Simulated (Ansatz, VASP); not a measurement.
Ga in VASP and in Ansatz

```
Ga
1.0
     1.44340   -4.04725    0.03965
     1.32260    4.00575   -0.08114
    -0.16740   -0.04819    3.33169
Ga
2
Cartesian
  1.3857 -3.0043 0.8568
  1.2129 2.9147 2.4335
```

Change from the starting cell: equal xy, yz and zx shear strains of -3 %.

Alike in both runs: task single point; functional PBEsol; k mesh 14 × 14 × 11; occupations fermi-dirac, width 0.03 eV; no spin polarisation.

|  | VASP | Ansatz |
| --- | --- | --- |
| version | VASP 6.6.1 | Ansatz 0.2.0 |
| potentials or method | VASP PAW PBE potentials, release 64 (Ga_d), cutoff 520 eV | all-electron LAPW, scalar-relativistic |

```csv
,VASP,Ansatz,Ansatz less VASP
pressure (GPa),-1.6,-1.6,+0.05
"traceless stress, the component that is largest in VASP (GPa)",1.19,1.19,-0.003
rms of the force components (eV/Å),0.097,0.097,-0.0002
```

VASP's potentials were made for PBE, not for PBEsol. Atom by atom the forces differ by 0.000 eV/Å (rms over components). Ansatz ran all-electron here, and VASP with PAW potentials.
